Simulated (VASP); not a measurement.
Runs of VASP 6.6.1 on Ag. The structure is that of space group Fm-3m (No. 225), or close to it. The cells are those of the table. 

```csv
cell,gap on the mesh (eV),pressure (GPa)
"a = 2.908 Å, angles 60.0°, 1 atom",none,-4.5
"a = 2.927 Å, angles 60.0°, 1 atom",none,-6.2
"a = 2.946 Å, angles 60.0°, 1 atom",none,(b)
"a = 2.830 Å, angles 60.0°, 1 atom",none,4.8
"a = 2.889 Å, angles 60.0°, 1 atom",none,(a)
```

Alike in all rows: task single point; level PBEsol; potentials or basis VASP PAW PBE potentials, release 64 (Ag); no spin polarisation; k mesh 12 × 12 × 12; cutoff (eV) 520; smearing methfessel-paxton 0.15 eV.

**Question.** Fill in the values left out.

**Answer.** (a) -2.6; (b) -7.6.

Caveats: the PAW data sets were made with another functional, which shifts forces and pressure a little.

A k mesh can miss the band edges, and the runs leave out spin-orbit coupling on Ag.

A gap of «none» marks levels without a gap at the run's occupations.
